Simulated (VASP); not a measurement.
Wanted: the native input for a VASP 6.6.1 run.

* Task: single point
* Functional: r2SCAN
* Potentials or basis: VASP PAW PBE potentials, release 64 (Co_sv)
* Cutoff: 760 eV
* k mesh: 9 × 9 × 8
* Occupations: gaussian, width 0.1 eV
* Spin: collinear spin, ferromagnetic start
* Starting moments: [3.0] μB
* Dipole correction: no
* Further INCAR settings: ALGO = Normal; EDIFF = 1e-06; NBANDS = 18

Crystal: Co.

```
Co
1.0
     2.38799    0.00000    0.00000
    -1.19399    2.06806    0.00000
     0.00000    0.00000    2.23127
Co
1
Direct
  0.00000 0.00000 0.00000
```

This isn't the form of Co at room conditions, which is hcp.

One way to write it, as run:

POSCAR

```
Co
1.0
    2.3879852247      0.0000000000      0.0000000000
   -1.1939926123      2.0680558684      0.0000000000
    0.0000000000      0.0000000000      2.2312736943
Co
1
Direct
    0.0000000000      0.0000000000      0.0000000000
```

INCAR.step1

```
SYSTEM = Co
PREC = Accurate
ENCUT = 760
ISMEAR = 0
SIGMA = 0.1
LREAL = .False.
LASPH = .True.
NELM = 200
ISPIN = 2
MAGMOM = 3
LMAXMIX = 4
NBANDS = 18
GGA = PE
ALGO = Normal
EDIFF = 1E-5
LWAVE = .True.
LCHARG = .False.
GGA_COMPAT = .False.
```

INCAR.step2

```
SYSTEM = Co
PREC = Accurate
ENCUT = 760
EDIFF = 1E-6
ISMEAR = 0
SIGMA = 0.1
LREAL = .False.
LASPH = .True.
NELM = 200
ALGO = Normal
ISIF = 2
LWAVE = .False.
LCHARG = .False.
ISPIN = 2
MAGMOM = 3
LORBIT = 11
LMAXMIX = 4
METAGGA = R2SCAN
LMIXTAU = .True.
NBANDS = 18
ISTART = 1
GGA_COMPAT = .False.
```

KPOINTS

```
regular mesh
0
Gamma
  9 9 8
  0 0 0
```

Potentials or basis: VASP PAW PBE potentials, release 64 (Co_sv).

Run with:

```bash
$ cat potpaw_PBE.64/Co_sv/POTCAR > POTCAR
$ cp INCAR.step1 INCAR
$ mpirun -np 1 vasp_std > vasp.out
$ cp INCAR.step2 INCAR
$ mpirun -np 1 vasp_std > vasp.out
```

Results of the run:

- Pressure: 14.5 GPa
- Net moment: 1.93 μB per cell
- Site moments: Co +1.98 μB
- Valence electrons inside the program's atomic spheres: Co 15.13

Caveat: the stress differs along the axes, from 13 to 18 GPa; the PAW data sets were made with another functional, which shifts forces and pressure a little.

Wall time 2.2 min on 1 thread of AMD EPYC 7R13 Processor (Zen 3), with other jobs on the host, peak memory 0.13 GiB.
